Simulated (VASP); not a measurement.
**Mn: single point with r2SCAN**

Mn:

```
CELL_PARAMETERS angstrom
-1.36163 1.36163 1.36163
1.36163 -1.36163 1.36163
1.36163 1.36163 -1.36163
ATOMIC_POSITIONS crystal
Mn 0.00000 0.00000 0.00000
```

This isn't the form of Mn at room conditions, which is a 58-atom cubic cell.

```yaml
Program: VASP 6.6.1
Task: single point
Functional: r2SCAN
Potentials_or_basis: VASP PAW PBE potentials, release 64 (Mn_pv)
Cutoff: 520 eV
k_mesh: 18 × 18 × 18
Occupations: fermi-dirac, width 0.1 eV
Spin: no spin polarisation
```

* Pressure: 13.9 GPa
* Band gap on the k mesh: zero (an odd number of electrons rules out a gap without spin polarisation)

Levels at points of the mesh, in eV from the Fermi level:
| k point | band 3 | band 4 | band 5 | band 6 | band 7 | band 8 | band 9 | band 10 |
| --- | --- | --- | --- | --- | --- | --- | --- | --- |
| (0.00, 0.00, 0.00) | -49.82 | -9.54 | -1.91 | -1.91 | -1.91 | 0.52 | 0.52 | 25.02 |
| (0.50, 0.00, 0.00) | -49.82 | -5.65 | -3.57 | 0.44 | 0.55 | 0.87 | 2.05 | 10.32 |
| (0.50, 0.50, 0.50) | -50.48 | -5.42 | -5.42 | 1.64 | 1.64 | 1.64 | 11.51 | 11.51 |

It took 110 s on 1 thread of Intel Xeon 8259CL (shared host), peak memory 0.14 GiB.

Caveat: the cell stands under pressure; the PAW data sets were made with another functional, which shifts forces and pressure a little; the run has no spin polarisation, though such a crystal can be magnetic. Spin polarisation is off, so any magnetic state and its effect on volume and gap are missing.
